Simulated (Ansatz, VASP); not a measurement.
# Two plane-wave programs on Nb5O

```xyz
6
Lattice="4.6905 0.0000 0.0000 -2.3453 4.0621 0.0000 0.0000 0.0000 5.3153" Properties=species:S:1:pos:R:3 pbc="T T T"
Nb    0.0000    2.7081    1.3668
Nb    0.0000    2.7081    3.9484
Nb    2.3453    1.3540    3.9484
Nb    2.3453    1.3540    1.3668
Nb    0.0000    0.0000    2.6576
O     0.0000    0.0000    0.0000
```

Alike in both runs: functional PBE; k mesh 6 × 6 × 4; occupations gaussian, width 0.1 eV; no spin polarisation.

Ansatz relaxed the structure, and its values are those at the end. VASP's run is a single point on that final structure, the one shown.

|  | VASP | Ansatz |
| --- | --- | --- |
| version | VASP 6.6.1 | Ansatz 0.2.0 |
| potentials or method | VASP PAW PBE potentials, release 64 (Nb_sv, O), cutoff 520 eV | scalar-relativistic, plane waves, PAW |
| valence electrons in the cell | 71 | 71 |

Ansatz gave:

```
gap on the k mesh at the Fermi level (eV) : none
pressure (GPa)                            : 0.2
rms of the force components (eV/Å)        : 0.013
```

Task: Estimate VASP's values.

Result: gap on the k mesh at the Fermi level (eV): none; pressure (GPa): 0.0; rms of the force components (eV/Å): 0.015.

A gap of «none» marks a metal or a gap that the smearing closes.
